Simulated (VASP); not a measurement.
# CuF (P6_3mc) in VASP: settings compared, part 2 of 2

VASP 6.6.1. Earlier steps stand in the parts before.

## 3. Single point, r2SCAN

The input, POSCAR:

```
CuF
1.0
    2.7897758246      0.0000000000      0.0000000000
   -1.3948879123      2.4160167350      0.0000000000
    0.0000000000      0.0000000000      6.7211225818
Cu F
2 2
Direct
    0.3333333333      0.6666666667      0.0459865600
    0.6666666667      0.3333333333      0.5459865600
    0.3333333333      0.6666666667      0.3290134400
    0.6666666667      0.3333333333      0.8290134400
```

The input, INCAR.step1:

```
SYSTEM = CuF
ALGO     = Normal         ! electronic algorithm
EDIFF    = 1E-4           ! SCF threshold, eV
ENCUT    = 520            ! plane-wave cutoff, eV
GGA      = PE             ! functional
ISMEAR   = -1             ! smearing method
LASPH    = .TRUE.         ! aspherical terms in the spheres
LCHARG   = .FALSE.        ! write CHGCAR
LREAL    = .FALSE.        ! projectors in reciprocal space
LWAVE    = .TRUE.         ! write WAVECAR
NBANDS   = 26             ! bands
NELM     = 80             ! most SCF steps
PREC     = Accurate       ! precision mode
SIGMA    = 0.02           ! smearing width, eV
```

The input, INCAR.step2:

```
SYSTEM = CuF
ALGO     = Normal         ! electronic algorithm
EDIFF    = 1E-6           ! SCF threshold, eV
ENCUT    = 520            ! plane-wave cutoff, eV
ISIF     = 2              ! what is computed and relaxed
ISMEAR   = -1             ! smearing method
ISTART   = 1            
LASPH    = .TRUE.         ! aspherical terms in the spheres
LCHARG   = .FALSE.        ! write CHGCAR
LMIXTAU  = .TRUE.       
LREAL    = .FALSE.        ! projectors in reciprocal space
LWAVE    = .FALSE.        ! write WAVECAR
METAGGA  = R2SCAN         ! meta-GGA
NBANDS   = 26             ! bands
NELM     = 80             ! most SCF steps
PREC     = Accurate       ! precision mode
SIGMA    = 0.02           ! smearing width, eV
```

The input, KPOINTS:

```
k-points
0
G
  12 12 4
  0 0 0
```

Potentials or basis: VASP PAW PBE potentials, release 64 (Cu, F).

Started as:

```sh
$ cat potpaw_PBE.64/Cu/POTCAR potpaw_PBE.64/F/POTCAR > POTCAR
$ cp INCAR.step1 INCAR
$ mpirun -np 1 vasp_std > vasp.out
$ cp INCAR.step2 INCAR
$ mpirun -np 1 vasp_std > vasp.out
```

OUTCAR:

```text
SYSTEM = CuF
   EDIFF = 1E-6
   ENCUT = 520
   ISIF = 2
   ISMEAR = -1
   ISTART = 1
   LASPH = .TRUE.
   LREAL = .FALSE.
   METAGGA = R2SCAN
   NELM = 80
   PREC = Accurate

 ion  position               nearest neighbor table
   1  0.333  0.667  0.046-   3 1.90   4 2.17   4 2.17   4 2.17
   2  0.667  0.333  0.546-   4 1.90   3 2.17   3 2.17   3 2.17
   3  0.333  0.667  0.329-   1 1.90   2 2.17   2 2.17   2 2.17
   4  0.667  0.333  0.829-   2 1.90   1 2.17   1 2.17   1 2.17

  LATTYP: Found a hexagonal cell.
 ALAT       =     2.7897758246
 C/A-ratio  =     2.4091980877

  Lattice vectors:

 A1 = (   2.7897758246,   0.0000000000,   0.0000000000)
 A2 = (  -1.3948879123,   2.4160167350,   0.0000000000)
 A3 = (   0.0000000000,   0.0000000000,   6.7211225818)

Analysis of symmetry for initial positions (statically):
=====================================================================
 Subroutine PRICEL returns:
 Original cell was already a primitive cell.

 Routine SETGRP: Setting up the symmetry group for a
 hexagonal supercell.

 Subroutine GETGRP returns: Found 12 space group operations
 (whereof  6 operations were pure point group operations)
 out of a pool of 24 trial point group operations.

The static configuration has the point symmetry C_3v.
 The point group associated with its full space group is C_6v.

Analysis of symmetry for dynamics (positions and initial velocities):
=====================================================================
 Subroutine PRICEL returns:
 Original cell was already a primitive cell.

 Routine SETGRP: Setting up the symmetry group for a
 hexagonal supercell.

 Subroutine GETGRP returns: Found 12 space group operations
 (whereof  6 operations were pure point group operations)
 out of a pool of 24 trial point group operations.

The dynamic configuration has the point symmetry C_3v.
 The point group associated with its full space group is C_6v.

 Subroutine INISYM returns: Found 12 space group operations
 (whereof  6 operations are pure point group operations),
[... 119 lines left out ...]
     AMIX     =   0.40;   BMIX     =  1.00
     AMIX_MAG =   1.60;   BMIX_MAG =  1.00
  volume/ion in A,a.u.               =      11.33        76.43
  Fermi-wavevector in a.u.,A,eV,Ry     =   1.516370  2.865525 31.284955  2.299379
  Thomas-Fermi vector in A             =   2.625769
   LORBIT       =      0    0 simple, 1 ext, 2 COOP (PROOUT), +10 PAW based schemes
   METAGGA = R2SCAN    functional components
   LHFCALC =     F    Hartree Fock is set to
   AEXX    =    0.0000 exact exchange contribution
   IVDW    =     0    specifies the selected vdW correction
   LEPSILON=     F    determine dielectric tensor
   LRPA    =     F    only Hartree local field effects (RPA)
 non-spin polarized calculation
  energy-cutoff  :      520.00
  volume of cell :       45.30
 maximum number of plane-waves:      1237
 NGX is ok and might be reduce to    24
   NGX = 11   NGY = 11   NGZ = 25

 number of electron      35.9999974 magnetization

 Free energy of the ion-electron system (eV)
  ---------------------------------------------------
  ext. energy  EPLUGINS =         0.00000000
  ---------------------------------------------------
  free energy    TOTEN  =       -32.20364732 eV

  energy without entropy =      -32.20364647  energy(sigma->0) =      -32.20364689

 E-fermi :   3.9430     XC(G=0): -11.7537

 val. band max:        3.7317568738   @ k =   0.4167   0.0000   0.0000
 cond. band min:       4.0922152798   @ k =   0.0000   0.0000   0.0000
 fundamental gap:      0.3604584060
 Fermi energy:         3.9430024250

 k-point     1 :       0.0000    0.0000    0.0000
  band No.  band energies     occupation
      1     -21.8748      2.00000
      2     -21.7448      2.00000
      3      -4.5677      2.00000
      4      -3.1946      2.00000
      5      -0.9194      2.00000
      6      -0.9194      2.00000
[... 685 lines left out ...]
     25      19.8553      0.00000
     26      20.2234      0.00000

 [... further k-points ...]

------------------------ aborting loop because EDIFF is reached ----------------------------------------

  FORCE on cell =-STRESS in cart. coord.  units (eV):
  Direction    XX          YY          ZZ          XY          YZ          ZX
  --------------------------------------------------------------------------------------
  -------------------------------------------------------------------------------------
  Total       -0.0090830     -0.0090830      0.3369413      0.0000000      0.0000000      0.0000000
  in kB       -0.3212381     -0.3212381     11.9166369      0.0000000      0.0000000      0.0000000
  external PRESSURE =       3.7580536 kB  Pullay stress =       0.0000000 kB

 VOLUME and BASIS-vectors are now :
 -----------------------------------------------------------------------------
  energy-cutoff  :      520.00
  volume of cell :       45.30
      direct lattice vectors                 reciprocal lattice vectors
     2.789775825  0.000000000  0.000000000     0.358451741  0.206952209  0.000000000
    -1.394887912  2.416016735  0.000000000     0.000000000  0.413904418  0.000000000
     0.000000000  0.000000000  6.721122582     0.000000000  0.000000000  0.148784669

 POSITION                                       TOTAL-FORCE (eV/Angst)
 -----------------------------------------------------------------------------------
     -0.00000      1.61068      0.30908        -0.000000     -0.000000     -0.044624
      1.39489      0.80534      3.66964         0.000000      0.000000     -0.044624
     -0.00000      1.61068      2.21134         0.000000     -0.000000      0.044624
      1.39489      0.80534      5.57190         0.000000     -0.000000      0.044624
 -----------------------------------------------------------------------------------
    total drift:                                0.000000      0.000001      0.023268

  FREE ENERGIE OF THE ION-ELECTRON SYSTEM (eV)
  ---------------------------------------------------
  free  energy   TOTEN  =       -32.2036473202 eV

  energy  without entropy=      -32.2036464688  energy(sigma->0) =      -32.20364689
```

OUTCAR.step1:

```text
SYSTEM = CuF
   EDIFF = 1E-4
   ENCUT = 520
   GGA = PE
   ISMEAR = -1
   LASPH = .TRUE.
   LREAL = .FALSE.
   NELM = 80
[... 925 lines left out ...]
      1.39489      0.80534      3.66964         0.000000      0.000000     -0.038435
     -0.00000      1.61068      2.21134         0.000000      0.000000      0.038435
      1.39489      0.80534      5.57190        -0.000000     -0.000000      0.038435
 -----------------------------------------------------------------------------------
    total drift:                                0.000000      0.000001     -0.002475

  FREE ENERGIE OF THE ION-ELECTRON SYSTEM (eV)
  ---------------------------------------------------
  free  energy   TOTEN  =       -14.6667707180 eV

  energy  without entropy=      -14.6666606696  energy(sigma->0) =      -14.66671569
```

It took 6.2 min on 1 thread of Intel Xeon 8259CL, shared host; peak memory 0.21 GiB.

Results:

```yaml
Free_energy: -32.2036 eV
Pressure: 0.4 GPa
Largest_force: 0.045 eV/Å
Band_gap_on_the_k_mesh: 0.36 eV (least direct gap 0.78 eV)
```

Forces in eV/Å, atoms in the order of the input:
```
Cu   0.000  0.000 -0.045
Cu   0.000  0.000 -0.045
F    0.000  0.000  0.045
F    0.000  0.000  0.045
```

Stress tensor (GPa, compression positive):
```
-0.03  0.00  0.00
 0.00 -0.03  0.00
 0.00  0.00  1.19
```

Caveat: the structure was generated, so it needn't be the stable form of CuF; semilocal functionals underestimate gaps, and a narrow one can read as zero; the PAW data sets were made with another functional, which shifts forces and pressure a little.

## 4. Relaxation of cell and atoms, PBE

This run uses another cell than the first one, of 7.60 Å³/atom.

The input, INCAR:

```
ALGO = Normal
EDIFF = 1E-6
EDIFFG = -0.005
ENCUT = 600
GGA = PE
IBRION = 2
ISIF = 3
ISMEAR = -1
LASPH = True
LCHARG = False
LREAL = False
LWAVE = False
NELM = 80
NSW = 80
PREC = Accurate
SIGMA = 0.02
```

The input, KPOINTS:

```
k-points
0
Gamma
  12 12 6
```

The input, POSCAR:

```
CuF
1.0
    2.7806607560      0.0000000000      0.0000000000
   -1.3903303780      2.4081228540      0.0000000000
    0.0000000000      0.0000000000      4.5408190146
Cu F
2 2
Direct
    0.3333333333      0.6666666667      0.0000000000
    0.6666666667      0.3333333333      0.5000000000
    0.3333333333      0.6666666667      0.3750000000
    0.6666666667      0.3333333333      0.8750000000
```

Started as:

```sh
$ cat potpaw_PBE.64/Cu/POTCAR potpaw_PBE.64/F/POTCAR > POTCAR
$ mpirun -np 1 vasp_std > vasp.out
```

It took 35 min on 1 thread of Intel Xeon 8259CL, shared host; peak memory 0.21 GiB.

It converged, with:

| Quantity | Value |
| --- | --- |
| Free energy | -14.1084 eV |
| Relaxed volume | 12.17 Å³/atom |
| Relaxed cell | a = 2.997 Å, b = 2.997 Å, c = 6.259 Å, α = 90.00°, β = 90.00°, γ = 120.00° |
| Space group after relaxing (to 0.1 Å) | P6_3mc (No. 186) |
| Energy gained by relaxing | 2247.0 meV/atom |
| Ionic steps | 55 |
| Pressure after relaxing | 0.0 GPa |
| Band gap on the k mesh | 0.19 eV (least direct gap 0.39 eV) |

The path:
| step | energy change (eV) | largest force (eV/Å) | pressure (GPa) | volume (Å³) |
| --- | --- | --- | --- | --- |
| 1 | 0.0000 | 0.1031 | 195.77 | 30.41 |
| 3 | -8.7556 | 0.0524 | -3.98 | 55.86 |
| 5 | -8.7802 | 0.0580 | 0.01 | 53.92 |
| 7 | -8.7837 | 0.0820 | -0.01 | 53.91 |
| 9 | -8.8171 | 0.1921 | -0.30 | 53.83 |
| 11 | -8.6603 | 2.0535 | 1.22 | 53.25 |
| 13 | -8.8744 | 0.2666 | -0.74 | 53.64 |
| 15 | -8.8748 | 0.2764 | -0.73 | 53.63 |
| 17 | -8.8762 | 0.3196 | -0.82 | 53.62 |
| 19 | -8.8785 | 0.3808 | -0.86 | 53.58 |
| 21 | -8.8898 | 0.3423 | -1.22 | 53.51 |
| 23 | -8.9234 | 0.2186 | -2.77 | 53.17 |
| 25 | -8.9542 | 0.0736 | -4.43 | 51.79 |
| 27 | -8.9815 | 0.0283 | -1.97 | 48.91 |
| 29 | -8.9868 | 0.1080 | -0.25 | 48.72 |
| 31 | -8.9879 | 0.0033 | 0.17 | 48.58 |
| 33 | -8.9879 | 0.0094 | 0.16 | 48.59 |
| 35 | -8.9879 | 0.0003 | -0.30 | 48.63 |
| 37 | -8.9879 | 0.0023 | -0.03 | 48.66 |
| 39 | -8.9879 | 0.0053 | -0.13 | 48.68 |
| 41 | -8.9879 | 0.0106 | -0.03 | 48.69 |
| 43 | -8.9879 | 0.0122 | 0.03 | 48.69 |
| 45 | -8.9879 | 0.0129 | 0.07 | 48.70 |
| 47 | -8.9879 | 0.0125 | 0.10 | 48.68 |
| 49 | -8.9879 | 0.0121 | -0.05 | 48.69 |
| 51 | -8.9879 | 0.0144 | -0.05 | 48.68 |
| 53 | -8.9879 | 0.0149 | 0.02 | 48.68 |
| 55 | -8.9880 | 0.0015 | 0.02 | 48.68 |

Final structure:
```xyz
4
Lattice="2.9969 0.0000 0.0000 -1.4984 2.5954 0.0000 0.0000 0.0000 6.2588" Properties=species:S:1:pos:R:3 pbc="T T T"
Cu    0.0000    1.7302    0.2305
Cu    1.4984    0.8651    3.3599
F     0.0000    1.7302    2.1166
F     1.4984    0.8651    5.2460
```

Levels at points of the mesh, in eV from the valence-band top:
```tsv
k point	band 16	band 17	band 18	band 19	band 20	band 21
(0.00, 0.00, 0.00)	-0.87	-0.20	-0.20	0.19	3.48	5.18
(0.50, 0.00, 0.00)	-0.35	-0.27	-0.10	4.26	4.62	5.37
(0.00, 0.00, 0.50)	-0.49	-0.49	-0.49	1.06	1.06	8.36
(0.50, 0.00, 0.50)	-0.41	-0.31	-0.31	4.19	4.19	6.24
```

Caveat: the volume moved by over 15 % at a fixed basis, so the end points are rough; the structure was generated, so it needn't be the stable form of CuF; semilocal functionals underestimate gaps, and a narrow one can read as zero.
